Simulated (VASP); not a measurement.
Write the native input for VASP 6.6.1 that does the following.

```yaml
Task: single point
Functional: r2SCAN
Potentials_or_basis: VASP PAW PBE potentials, release 64 (Se, Li_sv)
Cutoff: 830 eV
k_mesh: 8 × 8 × 8
Occupations: gaussian, width 0.01 eV
Spin: no spin polarisation
Dipole_correction: no
Further_INCAR_settings: ALGO = Normal; EDIFF = 1e-06; NBANDS = 13
```

Li2Se:

```
CELL_PARAMETERS angstrom
0.00000 3.05339 3.05339
3.05339 0.00000 3.05339
3.05339 3.05339 0.00000
ATOMIC_POSITIONS crystal
Se 0.00000 0.00000 0.00000
Li 0.25000 0.25000 0.25000
Li 0.75000 0.75000 0.75000
```

This cell differs from its parent crystal: strain +2.0%.

One way to write it, as run:

POSCAR

```
Li2Se
1.0
    0.0000000000      3.0533914785      3.0533914785
    3.0533914785      0.0000000000      3.0533914785
    3.0533914785      3.0533914785      0.0000000000
Se Li
1 2
Direct
    0.0000000000      0.0000000000      0.0000000000
    0.2500000000      0.2500000000      0.2500000000
    0.7500000000      0.7500000000      0.7500000000
```

INCAR.step1

```
SYSTEM = Li2Se
PREC     = Accurate       ! precision mode
ENCUT    = 830            ! plane-wave cutoff, eV
ISMEAR   = 0              ! smearing method
SIGMA    = 0.01           ! smearing width, eV
LREAL    = .FALSE.        ! projectors in reciprocal space
LASPH    = .TRUE.         ! aspherical terms in the spheres
NELM     = 120            ! most SCF steps
NBANDS   = 13             ! bands
GGA      = PE             ! functional
ALGO     = Normal         ! electronic algorithm
EDIFF    = 1E-5           ! SCF threshold, eV
LWAVE    = .TRUE.         ! write WAVECAR
LCHARG   = .FALSE.        ! write CHGCAR
GGA_COMPAT= .FALSE.
```

INCAR.step2

```
SYSTEM = Li2Se
PREC     = Accurate       ! precision mode
ENCUT    = 830            ! plane-wave cutoff, eV
EDIFF    = 1E-6           ! SCF threshold, eV
ISMEAR   = 0              ! smearing method
SIGMA    = 0.01           ! smearing width, eV
LREAL    = .FALSE.        ! projectors in reciprocal space
LASPH    = .TRUE.         ! aspherical terms in the spheres
NELM     = 120            ! most SCF steps
ALGO     = Normal         ! electronic algorithm
ISIF     = 2              ! what is computed and relaxed
LWAVE    = .FALSE.        ! write WAVECAR
LCHARG   = .TRUE.         ! write CHGCAR
METAGGA  = R2SCAN         ! meta-GGA
LMIXTAU  = .TRUE.       
LELF     = .TRUE.         ! ELF
LVHAR    = .TRUE.       
NBANDS   = 13             ! bands
ISTART   = 1            
GGA_COMPAT= .FALSE.
```

KPOINTS

```
Automatic mesh
0
G
  8 8 8
  0 0 0
```

Potentials or basis: VASP PAW PBE potentials, release 64 (Se, Li_sv).

Run with:

```console
$ cat potpaw_PBE.64/Se/POTCAR potpaw_PBE.64/Li_sv/POTCAR > POTCAR
$ cp INCAR.step1 INCAR
$ mpirun -np 1 vasp_std > vasp.out
$ cp INCAR.step2 INCAR
$ mpirun -np 1 vasp_std > vasp.out
```

It gave:

The pressure is -2.1 GPa and the band gap on the k mesh is 3.49 eV (least direct gap 3.91 eV).

Caveat: the cell differs from its parent crystal (strain +2.0%); the PAW data sets were made with another functional, which shifts forces and pressure a little.

Wall time 2 min on 1 thread of Intel(R) Xeon(R) 6975P-C (Granite Rapids) (shared host), peak memory 0.3 GiB.
